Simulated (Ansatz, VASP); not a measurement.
# Ag: VASP beside Ansatz

```
Ag
1.0
     1.43437    0.82813    7.01967
    -1.43437    0.82813    7.01967
     0.00000   -1.65627    7.01967
Ag
3
Direct
  0.00000 0.00000 0.00000
  0.77769 0.77769 0.77769
  0.22231 0.22231 0.22231
```

Alike in both runs: functional PBEsol; k mesh 18 × 18 × 18; occupations gaussian, width 0.1 eV; no spin polarisation.

Ansatz relaxed the structure, and its values are those at the end. VASP's run is a single point on that final structure, the one shown.

|  | VASP | Ansatz |
| --- | --- | --- |
| version | VASP 6.6.1 | Ansatz 0.2.0 |
| potentials or method | VASP PAW PBE potentials, release 64 (Ag), cutoff 520 eV | scalar-relativistic, plane waves, PAW |
| valence electrons in the cell | 33 | 57 |

```csv
,VASP,Ansatz,Ansatz less VASP
gap on the k mesh at the Fermi level (eV),none,none,-
pressure (GPa),-0.2,0.0,+0.22
```

VASP's potentials were made for PBE, not for PBEsol. A gap of «none» marks a metal or a gap that the smearing closes. With one functional, cell and mesh, what is left measures potentials, basis and numerics. VASP's potentials hold 33 valence electrons a cell and Ansatz's 57, so a difference there can come from the potentials and not from the codes.
